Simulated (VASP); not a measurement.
## Ag2BrCl: single point with PBE

Ag2BrCl:

```
Cl Br Ag
1.0
     2.00752    1.15904    6.52656
    -2.00752    1.15904    6.52656
     0.00000   -2.31809    6.52656
Cl Br Ag
1 1 2
Direct
  0.00000 0.00000 0.00000
  0.50000 0.50000 0.50000
  0.25295 0.25295 0.25295
  0.74705 0.74705 0.74705
```

This cell differs from its parent crystal: volume changed by -3%.

```
Program             : VASP 6.6.1
Task                : single point
Functional          : PBE
Potentials or basis : VASP PAW PBE potentials, release 64 (Cl, Br, Ag)
Cutoff              : 520 eV
k mesh              : 6 × 6 × 6
Occupations         : gaussian, width 0.01 eV
Spin                : no spin polarisation
```

```yaml
Pressure: 1.3 GPa
Largest_force: 0.015 eV/Å
Band_gap_on_the_k_mesh: 0.75 eV, direct
```

Forces on the atoms (eV/Å):
```
Cl   0.000  0.000  0.000
Br   0.000  0.000  0.000
Ag   0.000  0.000  0.015
Ag   0.000  0.000 -0.015
```

Levels at points of the mesh, in eV from the valence-band top:
| k point | band 15 | band 16 | band 17 | band 18 | band 19 | band 20 | band 21 | band 22 |
| --- | --- | --- | --- | --- | --- | --- | --- | --- |
| (0.00, 0.00, 0.00) | -2.10 | -1.95 | 0.00 | 0.00 | 0.75 | 3.99 | 6.51 | 7.18 |
| (0.50, 0.00, 0.00) | -1.31 | -1.22 | -1.05 | -0.86 | 3.46 | 3.87 | 6.17 | 6.64 |
| (0.50, 0.50, 0.00) | -2.09 | -1.95 | -0.04 | -0.02 | 1.97 | 4.00 | 6.36 | 7.21 |
| (0.50, 0.50, 0.50) | -1.01 | -1.01 | -0.58 | -0.58 | 2.85 | 2.87 | 7.31 | 7.64 |

Run time: 110 s on 1 thread of Intel(R) Xeon(R) 6975P-C (Granite Rapids), on a shared host, peak memory 0.41 GiB.

 A k mesh can miss the band edges.
